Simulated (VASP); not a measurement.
Input of a VASP 6.6.1 run:

INCAR

```
PREC     = Accurate       # precision mode
ENCUT    = 520            # plane-wave cutoff, eV
EDIFF    = 1E-6           # SCF threshold, eV
ISMEAR   = 0              # smearing method
SIGMA    = 0.1            # smearing width, eV
LREAL    = False          # projectors in reciprocal space
LASPH    = True           # aspherical terms in the spheres
NELM     = 60             # most SCF steps
ALGO     = Normal         # electronic algorithm
ISIF     = 2              # what is computed and relaxed
LWAVE    = False          # write WAVECAR
LCHARG   = False          # write CHGCAR
GGA      = PE             # functional
NBANDS   = 50             # bands
```

Contents of KPOINTS:

```
Automatic mesh
0
Gamma
  8 8 4
```

The input POSCAR:

```
Sn3GeTe4
1.0
    4.4718640000      0.0000000000      0.0000000000
    0.0000000000      4.4718640000      0.0000000000
    0.0000000000      0.0000000000     12.6235400000
Sn Ge Te
3 1 4
Direct
    0.0000000000      0.0000000000      0.0000000000
    0.5000000000      0.5000000000      0.2529190000
    0.5000000000      0.5000000000      0.7470810000
    0.0000000000      0.0000000000      0.5000000000
    0.0000000000      0.0000000000      0.2586060000
    0.5000000000      0.5000000000      0.5000000000
    0.0000000000      0.0000000000      0.7413940000
    0.5000000000      0.5000000000      0.0000000000
```

Potentials or basis: VASP PAW PBE potentials, release 64 (Sn_d, Ge_d, Te).

The run is started by

```bash
$ cat potpaw_PBE.64/Sn_d/POTCAR potpaw_PBE.64/Ge_d/POTCAR potpaw_PBE.64/Te/POTCAR > POTCAR
$ mpirun -np 1 vasp_std > vasp.out
```

Question: Estimate the largest force.

Answer: 0.006 eV/Å.

Question: Estimate the pressure.

Answer: 0.0 GPa.

Forces in eV/Å, atoms in the order of the input:
```
Sn   0.000  0.000  0.000
Sn   0.000  0.000  0.004
Sn   0.000  0.000 -0.004
Ge   0.000  0.000  0.000
Te   0.000  0.000 -0.006
Te   0.000  0.000  0.000
Te   0.000  0.000  0.006
Te   0.000  0.000  0.000
```
